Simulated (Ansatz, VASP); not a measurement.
## Two plane-wave programs on Sr

The input INCAR:

```
PREC = Accurate
ENCUT = 520
EDIFF = 1E-6
ISMEAR = 0
SIGMA = 0.1
LREAL = F
LASPH = T
NELM = 100
ALGO = Fast
ISIF = 2
LWAVE = F
LCHARG = F
GGA = PE
NBANDS = 11
```

KPOINTS

```
Automatic mesh
0
Gamma
  12 12 12
```

Contents of POSCAR:

```
Sr
1.0
    0.0000000000      3.0554929520      3.0554929520
    3.0554929520      0.0000000000      3.0554929520
    3.0554929520      3.0554929520      0.0000000000
Sr
1
Direct
    0.0000000000      0.0000000000      0.0000000000
```

Input for Ansatz:

```yaml
crystal:
  lattice:
    - [0.0, 3.055492952, 3.055492952]
    - [3.055492952, 0.0, 3.055492952]
    - [3.055492952, 3.055492952, 0.0]
  atoms:
    - { symbol: Sr, position: [0.0, 0.0, 0.0] }
basis:
  ecutwfc: 420
kpoints:
  mp_grid: { grid: [12, 12, 12] }
hamiltonian:
  xc: pbe
scf:
  occupations: { method: gaussian, width: 0.1 }
output:
  forces: true
  stress: true
  eigenvalues: true
```

Alike in both runs: task single point; functional PBE; k mesh 12 × 12 × 12; occupations gaussian, width 0.1 eV; no spin polarisation.

```csv
,VASP,Ansatz
version,VASP 6.6.1,Ansatz 0.2.0
potentials or method,"VASP PAW PBE potentials, release 64 (Sr_sv), cutoff 520 eV","scalar-relativistic, plane waves, PAW"
valence electrons in the cell,10,10
```

```tsv
	VASP	Ansatz	Ansatz less VASP
gap on the k mesh at the Fermi level (eV)	none	none	-
pressure (GPa)	-0.4	-0.4	0.00
```

A gap of «none» marks a metal or a gap that the smearing closes.
